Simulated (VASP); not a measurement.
Write the native input for VASP 6.6.1 that does the following.

```
Task                   : single point
Functional             : PBEsol
Potentials or basis    : VASP PAW PBE potentials, release 64 (Cu)
Cutoff                 : 520 eV
k mesh                 : 18 × 18 × 20
Occupations            : gaussian, width 0.1 eV
Spin                   : no spin polarisation
Dipole correction      : no
Further INCAR settings : ALGO = Fast; EDIFF = 1e-06; NBANDS = 18
```

The structure of Cu lies in POSCAR:

```
Cu
1.0
    2.8323797806      0.0000000000      0.0000000000
    0.0000000000      2.8323797806      0.0000000000
    0.0000000000      0.0000000000      2.6656141246
Cu
2
Direct
    0.0000000000      0.0000000000      0.0000000000
    0.5000000000      0.5000000000      0.5000000000
```

This cell differs from its parent crystal: equal strain along all axes, cell held: -2.0 %.

The input as run:

INCAR

```
SYSTEM = Cu
PREC = Accurate
ENCUT = 520
EDIFF = 1E-6
ISMEAR = 0
SIGMA = 0.1
LREAL = .FALSE.
LASPH = .TRUE.
NELM = 60
ALGO = Fast
ISIF = 2
LWAVE = .FALSE.
LCHARG = .FALSE.
GGA = PS
NBANDS = 18
```

KPOINTS

```
Automatic mesh
0
G
  18 18 20
  0 0 0
```

Potentials or basis: VASP PAW PBE potentials, release 64 (Cu).

Run with:

```console
$ cat potpaw_PBE.64/Cu/POTCAR > POTCAR
$ mpirun -np 1 vasp_std > vasp.out
```

Results of the run:

```
Pressure               : 13.0 GPa
Band gap on the k mesh : zero (bands 11 and 12 overlap by 8.13 eV)
```

Caveat: the cell differs from its parent crystal (equal strain along all axes, cell held: -2.0 %); the cell stands under pressure; the PAW data sets were made with another functional, which shifts forces and pressure a little.

Run time: 99 s on 1 thread of Intel(R) Xeon(R) Platinum 8488C (Sapphire Rapids) (shared host), peak memory 0.29 GiB.
